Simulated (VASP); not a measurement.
## Pt: single point with LDA

Pt:

```
Pt
1.0
     2.86194    0.00000    0.00000
    -1.43097    2.47851    0.00000
     0.00000    0.00000    4.94181
Pt
2
Direct
  0.66667 0.33333 0.75000
  0.33333 0.66667 0.25000
```

This isn't the form of Pt at room conditions, which is fcc.

```json
{
  "Program": "VASP 6.6.1",
  "Task": "single point",
  "Functional": "LDA",
  "Potentials or basis": "VASP PAW LDA potentials, release 64 (Pt_sv_GW)",
  "Cutoff": "570 eV",
  "k mesh": "21 × 21 × 10",
  "Occupations": "gaussian, width 0.15 eV",
  "Spin": "collinear spin",
  "Starting moments": "[0.5, 0.5] μB",
  "Fixed moment": "1 μB",
  "Dipole correction": "no",
  "Further INCAR settings": "ALGO = Normal; EDIFF = 1e-06; NBANDS = 29"
}
```

The pressure is -31.4 GPa and the net moment is 1.00 μB per cell. The site moments are Pt +0.53 μB and the valence electrons inside the program's atomic spheres are Pt 17.85.

Stress tensor (GPa, compression positive):
```
-31.57   0.00   0.00
  0.00 -31.57   0.00
  0.00   0.00 -30.99
```

Run time: 4.3 min on 1 thread of AMD EPYC 9R45 96-Core Processor (Zen 5), on a shared host, peak memory 0.48 GiB.

Caveat: the cell stands under tension; the total moment is fixed, so each spin has its own Fermi level and the state may be an excited one.
